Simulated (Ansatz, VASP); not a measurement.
## HfO2: VASP beside Ansatz

INCAR

```
SYSTEM = HfO2
  PREC = Accurate
  ENCUT = 600
  EDIFF = 1E-6
  ISMEAR = -1
  SIGMA = 0.05
  LREAL = .False.
  LASPH = .True.
  NELM = 60
  ALGO = Normal
  ISIF = 3
  LWAVE = .False.
  LCHARG = .False.
  GGA = PE
  IVDW = 12
  IBRION = 2
  NSW = 60
  EDIFFG = -0.01
```

KPOINTS

```
Automatic mesh
0
Gamma
  9 9 9
  0 0 0
```

Contents of POSCAR:

```
HfO2
1.0
    0.0000000000      2.5575000000      2.5575000000
    2.5575000000      0.0000000000      2.5575000000
    2.5575000000      2.5575000000      0.0000000000
Hf O
1 2
Direct
    0.0000000000      0.0000000000      0.0000000000
    0.7500000000      0.7500000000      0.7500000000
    0.2500000000      0.2500000000      0.2500000000
```

File input.yaml:

```yaml
crystal:
  lattice:
    - [0.0, 2.5575, 2.5575]
    - [2.5575, 0.0, 2.5575]
    - [2.5575, 2.5575, 0.0]
  atoms:
    - { symbol: Hf, position: [0.0, 0.0, 0.0] }
    - { symbol: O, position: [0.75, 0.75, 0.75] }
    - { symbol: O, position: [0.25, 0.25, 0.25] }
hamiltonian:
  xc: pbe
  pseudopotentials: { kind: paw }
  dispersion: d3bj
kpoints:
  mp_grid: { grid: [9, 9, 9] }
scf:
  occupations: { method: fermi_dirac, width: 0.05 }
output:
  forces: true
  stress: true
relax:
  f_tol: 0.01
  max_steps: 40
  cell: { stress_tol: 0.05 }
```

Alike in both runs: task relaxation of cell and atoms; functional PBE; dispersion D3(BJ); k mesh 9 × 9 × 9; occupations fermi-dirac, width 0.05 eV; no spin polarisation.

|  | VASP | Ansatz |
| --- | --- | --- |
| version | VASP 6.6.1 | Ansatz 0.2.0 |
| potentials or method | VASP PAW PBE potentials, release 64 (Hf_pv, O) | Ansatz PAW |
| plane-wave cutoff (eV) | 600 | 420 |
| valence electrons in the cell | 22 | 38 |

VASP gave:

| Property | Result |
| --- | --- |
| relaxed volume (Å³/atom) | 10.71 |
| relaxed length of the cell vector where the two differ most in proportion (Å) | 3.569 |

What did Ansatz give for the same quantities?

Relaxed volume (Å³/atom): 10.88; relaxed length of the cell vector where the two differ most in proportion (Å): 3.587.

VASP's potentials hold 22 valence electrons a cell and Ansatz's 38, so a difference there can come from the potentials and not from the codes.

Neither program's run includes spin-orbit coupling. Noted on Ansatz's run: odd divisions of the mesh miss points on the zone boundary, where band edges often lie, so the gap on the mesh can be too wide; the plane-wave basis is chosen anew once the cell has moved, so the energies of steps on either side of that aren't comparable.
